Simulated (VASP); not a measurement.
NiSb:

```xyz
2
Lattice="0.0000 2.6337 2.6337 2.6337 0.0000 2.6337 2.6337 2.6337 0.0000" Properties=species:S:1:pos:R:3 pbc="T T T"
Ni    2.6337    2.6337    2.6337
Sb    0.0000    0.0000    0.0000
```

Base run:

```yaml
Program: VASP 6.6.1
Functional: PBE
Potentials_or_basis: VASP PAW PBE potentials, release 64 (Ni, Sb)
Cutoff: 520 eV
k_mesh: 12 × 12 × 12
Occupations: gaussian, width 0.05 eV
Spin: collinear spin, ferromagnetic start
Starting_moments: "[0.5, 0.0] μB"
```

Its results: pressure -0.1 GPa.

Q: The run is repeated on the same cell with these changes: spin from collinear spin, ferromagnetic start to no spin polarisation; further incar settings from ALGO = Fast; EDIFF = 1e-06; NBANDS = 18 to ALGO = Fast; EDIFF = 1e-06; NBANDS = 14. What comes out?

A: Pressure -0.8 GPa.
